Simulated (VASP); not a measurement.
Crystal: Co.

```
Co
1.0
     0.00000    3.59210    3.59210
     1.79605    0.00000    1.79605
     1.79605    1.79605    0.00000
Co
2
Cartesian
  0.0000 0.0000 0.0000
  0.0000 1.7960 1.7960
```

This isn't the form of Co at room conditions, which is hcp.

Base run:

| Quantity | Value |
| --- | --- |
| Program | VASP 6.6.1 |
| Functional | PBE |
| Potentials or basis | VASP PAW PBE potentials, release 64 (Co) |
| Cutoff | 520 eV |
| k mesh | 7 × 14 × 14 |
| Occupations | fermi-dirac, width 0.1 eV |
| Spin | collinear spin, ferromagnetic start |
| Starting moments | [3.0, 3.0] μB |

Its results: pressure -10.8 GPa.

Task: After a change of settings the same cell gave: pressure -21.9 GPa. Which change was it?
A. spin from collinear spin, ferromagnetic start to collinear spin; moments at the start from [3.0, 3.0] to [3.0, 0.0]
B. spin from collinear spin, ferromagnetic start to collinear spin, antiferromagnetic start; moments at the start from [3.0, 3.0] to [3.0, -3.0]
C. spin from collinear spin, ferromagnetic start to no spin polarisation; further incar settings from ALGO = Normal; EDIFF = 1e-06; NBANDS = 20 to ALGO = Normal; EDIFF = 1e-06; NBANDS = 16
D. moments at the start from [3.0, 3.0] to [1.95, 1.95]

Result: C.

Caveats: the cell stands under tension.
